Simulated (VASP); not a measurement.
# Hf3H2 (P-3m1) in VASP: further runs, part 2 of 2

VASP 6.6.1. The steps go on from the part before.

**4. Relaxation of cell and atoms, PBE**

This run uses another cell than the first one, of 13.85 Å³/atom.

Contents of INCAR:

```
SYSTEM = Hf3H2
PREC     = Accurate       ! precision mode
ENCUT    = 600            ! plane-wave cutoff, eV
EDIFF    = 1E-7           ! SCF threshold, eV
ISMEAR   = 0              ! smearing method
SIGMA    = 0.1            ! smearing width, eV
LREAL    = .FALSE.        ! projectors in reciprocal space
LASPH    = .TRUE.         ! aspherical terms in the spheres
NELM     = 80             ! most SCF steps
ALGO     = Normal         ! electronic algorithm
ISIF     = 3              ! what is computed and relaxed
LWAVE    = .FALSE.        ! write WAVECAR
LCHARG   = .FALSE.        ! write CHGCAR
GGA      = PE             ! functional
IBRION   = 2              ! ionic algorithm
NSW      = 90             ! ionic steps
EDIFFG   = -0.04          ! ionic threshold
```

Contents of KPOINTS:

```
Automatic mesh
0
G
  6 6 4
  0 0 0
```

Contents of POSCAR:

```
Hf3H2
1.0
    3.7181653255      0.0000000000      0.0000000000
   -1.8590826627      3.2200256273      0.0000000000
    0.0000000000      0.0000000000      5.7848612805
Hf H
3 2
Direct
    0.0000000000      0.0000000000      0.0000000000
    0.3333333333      0.6666666667      0.6450000000
    0.6666666667      0.3333333333      0.3550000000
    0.3333333333      0.6666666667      0.2450000000
    0.6666666667      0.3333333333      0.7550000000
```

Potentials or basis: VASP PAW PBE potentials, release 64 (Hf_pv, H).

Started as:

```console
$ cat potpaw_PBE.64/Hf_pv/POTCAR potpaw_PBE.64/H/POTCAR > POTCAR
$ mpirun -np 1 vasp_std > vasp.out
```

OUTCAR:

```text
SYSTEM = Hf3H2
   PREC = Accurate
   ENCUT = 600
   EDIFF = 1E-7
   ISMEAR = 0
   LREAL = .FALSE.
   LASPH = .TRUE.
   NELM = 80
   ISIF = 3
   GGA = PE
   IBRION = 2
   NSW = 90
   EDIFFG = -0.04

 ion  position               nearest neighbor table
   1  0.000  0.000  0.000-   2 2.97   3 2.97   2 2.97   3 2.97   3 2.97   2 2.97
   2  0.333  0.667  0.645-   5 2.24   5 2.24   5 2.24   4 2.31   3 2.72   3 2.72   3 2.72   1 2.97
                             1 2.97   1 2.97
   3  0.667  0.333  0.355-   4 2.24   4 2.24   4 2.24   5 2.31   2 2.72   2 2.72   2 2.72   1 2.97
                             1 2.97   1 2.97
   4  0.333  0.667  0.245-   3 2.24   3 2.24   3 2.24   2 2.31
   5  0.667  0.333  0.755-   2 2.24   2 2.24   2 2.24   3 2.31

  LATTYP: Found a hexagonal cell.
 ALAT       =     3.7181653255
 C/A-ratio  =     1.5558375634

  Lattice vectors:

 A1 = (   3.7181653255,   0.0000000000,   0.0000000000)
 A2 = (  -1.8590826627,   3.2200256273,   0.0000000000)
 A3 = (   0.0000000000,   0.0000000000,   5.7848612805)

Analysis of symmetry for initial positions (statically):
=====================================================================
 Subroutine PRICEL returns:
 Original cell was already a primitive cell.

 Routine SETGRP: Setting up the symmetry group for a
 hexagonal supercell.
[... 177 lines left out ...]

  FORCE on cell =-STRESS in cart. coord.  units (eV):
  Direction    XX          YY          ZZ          XY          YZ          ZX
  --------------------------------------------------------------------------------------
  -------------------------------------------------------------------------------------
  Total       -0.1092469     -0.1092469      7.4908811     -0.0000000      0.0000000      0.0000000
  in kB       -2.5271957     -2.5271957    173.2856144     -0.0000000      0.0000000      0.0000000
  external PRESSURE =      56.0770743 kB  Pullay stress =       0.0000000 kB
[... 98 lines left out ...]
  FREE ENERGIE OF THE ION-ELECTRON SYSTEM (eV)
  ---------------------------------------------------
  free  energy   TOTEN  =       -35.3557302074 eV

  energy  without entropy=      -35.3365333457  energy(sigma->0) =      -35.34613178

[... ionic steps 4 to 33 ...]

--------------------------------------- Ionic step       34  -------------------------------------------

 number of electron      31.9999998 magnetization

------------------------ aborting loop because EDIFF is reached ----------------------------------------
[... 73 lines left out ...]
--------------------------------------- Ionic step       36  -------------------------------------------

 number of electron      31.9999997 magnetization

 Free energy of the ion-electron system (eV)
  ---------------------------------------------------
  ext. energy  EPLUGINS =         0.00000000
  ---------------------------------------------------
  free energy    TOTEN  =       -37.47055637 eV

  energy without entropy =      -37.45401134  energy(sigma->0) =      -37.46228386

 E-fermi :   5.1272     XC(G=0): -11.5007

 val. band max:        5.0734955761   @ k =   0.3333   0.1667   0.5000
 cond. band min:       5.1308928534   @ k =   0.0000   0.3333   0.2500
 fundamental gap:      0.0573972773
 Fermi energy:         5.1272332003

 k-point     1 :       0.0000    0.0000    0.0000
  band No.  band energies     occupation
      1     -25.6220      2.00000
      2     -25.5948      2.00000
      3     -25.0992      2.00000
      4     -25.0992      2.00000
      5     -25.0915      2.00000
      6     -25.0915      2.00000
[... 573 lines left out ...]
  FREE ENERGIE OF THE ION-ELECTRON SYSTEM (eV)
  ---------------------------------------------------
  free  energy   TOTEN  =       -37.4705563724 eV

  energy  without entropy=      -37.4540113400  energy(sigma->0) =      -37.46228386

 reached required accuracy - stopping structural energy minimisation
```

CONTCAR:

```text
Hf3H2
   1.00000000000000
     3.1869032870597414   -0.0000000000085955    0.0000000000000000
    -1.5934516434944592    2.7599392059722763    0.0000000000000001
    -0.0000000000000001    0.0000000000000002    7.8616494398123438
  Hf              H
     3     2
Direct
     0.0000000000000000    0.0000000000000000    0.0000000000000000
     0.3333333332999970    0.6666666667000030    0.6612955886068024
     0.6666666667000030    0.3333333332999970    0.3387044113931980
     0.3333333332999970    0.6666666667000030    0.1593698183202467
     0.6666666667000030    0.3333333332999970    0.8406301816797531

  0.00000000E+00  0.00000000E+00  0.00000000E+00
  0.00000000E+00  0.00000000E+00  0.00000000E+00
  0.00000000E+00  0.00000000E+00  0.00000000E+00
  0.00000000E+00  0.00000000E+00  0.00000000E+00
  0.00000000E+00  0.00000000E+00  0.00000000E+00
```

It took 9.6 min on 1 thread of AMD EPYC 9R45 (Zen 5), shared host; peak memory 0.2 GiB.

What came out:

| Property | Result |
| --- | --- |
| Free energy | -37.4706 eV |
| Relaxed volume | 13.83 Å³/atom |
| Relaxed cell | a = 3.187 Å, b = 3.187 Å, c = 7.862 Å, α = 90.00°, β = 90.00°, γ = 120.00° |
| Space group after relaxing (to 0.1 Å) | P-3m1 (No. 164) |
| Energy gained by relaxing | 550.9 meV/atom |
| Ionic steps | 36 |
| Pressure after relaxing | -0.1 GPa |
| Largest force after relaxing | 0.034 eV/Å |
| Band gap on the k mesh | zero (bands 16 and 17 overlap by 1.29 eV) |

Forces in eV/Å, atoms in the order of the input:
```
Hf   0.000  0.000  0.000
Hf   0.000  0.000  0.024
Hf   0.000  0.000 -0.024
H    0.000  0.000  0.034
H    0.000  0.000 -0.034
```

Stress tensor (GPa, compression positive):
```
-0.19  0.00  0.00
 0.00 -0.19  0.00
 0.00  0.00  0.16
```

Step by step:
```csv
step,energy change (eV),largest force (eV/Å),pressure (GPa),volume (Å³)
1,0.0000,2.3103,5.61,69.26
2,-0.6052,0.0934,-3.47,74.11
3,-0.6394,0.6313,-6.15,76.34
4,-1.2106,0.7319,-0.20,72.25
5,1.1861,4.3165,53.01,57.71
6,-1.4464,1.4747,5.64,69.66
7,-1.3180,2.5005,19.33,65.02
8,-1.5085,1.8841,10.53,67.80
9,-1.7127,1.8432,10.53,68.16
10,-1.7684,1.7858,11.16,68.40
11,-1.9712,1.3508,5.41,70.89
12,-2.0913,0.7474,-2.76,75.27
13,-2.0916,0.7768,-2.36,75.03
14,-2.1275,0.7129,-2.14,74.58
15,-2.2170,0.4800,-1.35,73.22
16,-2.2570,0.5866,1.54,70.56
17,-2.2703,0.5509,0.18,71.60
18,-2.2713,0.5586,0.42,71.40
19,-2.3101,0.5679,0.35,71.20
20,-2.3918,0.5541,0.47,70.59
21,-2.3484,1.2969,2.15,69.23
22,-2.4133,0.7892,0.70,70.17
23,-2.4622,0.6465,-0.02,70.34
24,-2.5655,0.3447,-1.91,70.84
25,-2.5827,0.1737,-4.35,71.83
26,-2.6050,0.1688,-3.60,71.42
27,-2.6570,0.1328,-2.38,70.55
28,-2.7216,0.2221,1.21,68.47
29,-2.7222,0.2452,1.71,68.22
30,-2.7445,0.1649,0.72,68.73
31,-2.7531,0.0491,-0.37,69.33
32,-2.7532,0.0558,-0.31,69.30
33,-2.7537,0.0465,-0.02,69.13
34,-2.7538,0.0452,0.20,69.02
35,-2.7541,0.0410,0.10,69.07
36,-2.7543,0.0340,-0.07,69.15
```

Final structure:
```
Hf H
1.0
     3.18690    0.00000    0.00000
    -1.59345    2.75994    0.00000
     0.00000    0.00000    7.86165
Hf H
3 2
Direct
  0.00000 0.00000 0.00000
  0.33333 0.66667 0.66130
  0.66667 0.33333 0.33870
  0.33333 0.66667 0.15937
  0.66667 0.33333 0.84063
```

Levels at points of the mesh, in eV from the Fermi level:
```
           k point  band 14  band 15  band 16  band 17  band 18  band 19
(0.00, 0.00, 0.00)    -0.71     0.99     0.99     1.18     1.24     1.25
(0.50, 0.00, 0.00)    -2.23    -1.33     0.07     0.41     1.45     1.67
(0.00, 0.00, 0.50)     0.02     0.64     0.74     0.74     1.51     1.51
(0.50, 0.00, 0.50)    -1.89    -1.27     0.22     0.36     0.76     0.99
```

Caveat: a cell axis changed by over 15 % at a fixed basis, so the end point is rough; spin-orbit coupling is left out, which moves the levels of the heavy elements.

**5. Relaxation of cell and atoms, PBE**

Contents of INCAR:

```
SYSTEM = Hf3H2
  PREC = Accurate
  ENCUT = 600
  EDIFF = 1E-6
  ISMEAR = 0
  SIGMA = 0.1
  LREAL = .False.
  LASPH = .True.
  NELM = 80
  ALGO = Normal
  ISIF = 3
  LWAVE = .False.
  LCHARG = .False.
  GGA = PE
  IBRION = 2
  NSW = 100
  EDIFFG = -0.01
```

Contents of KPOINTS:

```
regular mesh
0
Gamma
  12 12 6
  0 0 0
```

Contents of POSCAR:

```
Hf3H2
1.0
    3.1884096023      0.0000000000      0.0000000000
   -1.5942048011      2.7612437132      0.0000000000
    0.0000000000      0.0000000000      7.8893722544
Hf H
3 2
Direct
    0.0000000000      0.0000000000      0.0000000000
    0.3333333333      0.6666666667      0.6616152733
    0.6666666667      0.3333333333      0.3383847267
    0.3333333333      0.6666666667      0.1621509198
    0.6666666667      0.3333333333      0.8378490802
```

Started as:

```console
$ cat potpaw_PBE.64/Hf_pv/POTCAR potpaw_PBE.64/H/POTCAR > POTCAR
$ mpirun -np 1 vasp_std > vasp.out
```

Run time: 5.1 min. Hardware: 1 thread of AMD EPYC 9R45 (Zen 5), shared host; peak memory 0.3 GiB.

Results (log left out):

| Property | Result |
| --- | --- |
| Free energy | -37.4613 eV |
| Relaxed volume | 13.85 Å³/atom |
| Relaxed cell | a = 3.189 Å, b = 3.189 Å, c = 7.867 Å, α = 90.00°, β = 90.00°, γ = 120.00° |
| Space group after relaxing (to 0.1 Å) | P-3m1 (No. 164) |
| Energy gained by relaxing | 0.2 meV/atom |
| Ionic steps | 7 |
| Pressure after relaxing | 0.0 GPa |
| Largest force after relaxing | 0.009 eV/Å |
| Band gap on the k mesh | zero (bands 16 and 17 overlap by 1.37 eV) |

Forces on the atoms (eV/Å):
```
Hf   0.000  0.000  0.000
Hf   0.000  0.000  0.005
Hf   0.000  0.000 -0.005
H    0.000  0.000  0.009
H    0.000  0.000 -0.009
```

Stress tensor (GPa, compression positive):
```
-0.06  0.00  0.00
 0.00 -0.06  0.00
 0.00  0.00  0.02
```

Step by step:
```tsv
step	energy change (eV)	largest force (eV/Å)	pressure (GPa)	volume (Å³)
1	0.0000	0.0268	-0.36	69.46
2	-0.0004	0.0250	0.23	69.14
3	-0.0004	0.0253	0.10	69.21
4	-0.0005	0.0226	0.03	69.25
5	-0.0006	0.0208	-0.03	69.28
6	-0.0006	0.0183	-0.03	69.28
7	-0.0008	0.0087	-0.03	69.27
```

Final structure:
```
Hf H
1.0
     3.18870    0.00000    0.00000
    -1.59435    2.76149    0.00000
     0.00000    0.00000    7.86712
Hf H
3 2
Direct
  0.00000 0.00000 0.00000
  0.33333 0.66667 0.66147
  0.66667 0.33333 0.33853
  0.33333 0.66667 0.16354
  0.66667 0.33333 0.83646
```

Levels at points of the mesh, in eV from the Fermi level:
| k point | band 12 | band 13 | band 14 | band 15 | band 16 | band 17 | band 18 | band 19 | band 20 |
| --- | --- | --- | --- | --- | --- | --- | --- | --- | --- |
| (0.00, 0.00, 0.00) | -5.03 | -1.96 | -0.72 | 1.03 | 1.03 | 1.22 | 1.30 | 1.30 | 1.30 |
| (0.50, 0.00, 0.00) | -3.30 | -2.72 | -2.17 | -1.25 | 0.12 | 0.47 | 1.49 | 1.72 | 1.94 |
| (0.00, 0.00, 0.50) | -3.92 | -2.91 | 0.06 | 0.68 | 0.79 | 0.79 | 1.55 | 1.55 | 1.60 |
| (0.50, 0.00, 0.50) | -3.91 | -1.94 | -1.84 | -1.21 | 0.27 | 0.42 | 0.81 | 1.03 | 3.79 |

Caveat: spin-orbit coupling is left out, which moves the levels of the heavy elements.

**6. Overview**

| task | cell | k mesh | cutoff (eV) | gap on the mesh (eV) | pressure (GPa) | relaxed volume (Å³/atom) | largest force (eV/Å) |
| --- | --- | --- | --- | --- | --- | --- | --- |
| single point | a = 3.188, b = 3.188, c = 7.889 Å, angles 90.0, 90.0, 120.0°, 5 atoms, atomic positions A | 6 × 6 × 4 | 520 | none | -0.6 | - | - |
| single point | a = 3.193, b = 3.193, c = 7.882 Å, angles 90.0, 90.0, 120.0°, 5 atoms, atomic positions B | 12 × 12 × 6 | 520 | none | -0.6 | - | 0.02 |
| relaxation of cell and atoms | relaxed from a = 3.718, b = 3.718, c = 5.785 Å, angles 90.0, 90.0, 120.0°, 5 atoms, atomic positions C | 6 × 6 × 4 | 600 | none | -0.1 | 13.83 | 0.03 |
| relaxation of cell and atoms | relaxed from a = 3.188, b = 3.188, c = 7.889 Å, angles 90.0, 90.0, 120.0°, 5 atoms, atomic positions A | 12 × 12 × 6 | 600 | none | 0.0 | 13.85 | 0.01 |

Alike in all rows: level PBE; potentials or basis VASP PAW PBE potentials, release 64 (Hf_pv, H); no spin polarisation; smearing gaussian 0.1 eV.

Caveats: some runs use coarse meshes; spin-orbit coupling is left out, which moves the levels of the heavy elements; a cell axis changed by over 15 % at a fixed basis, so the end point is rough (at least some runs).

Absolute energies hang on the potentials; compare differences alone.

The gap in the log of VASP goes by the Fermi energy; the results here count the filled bands.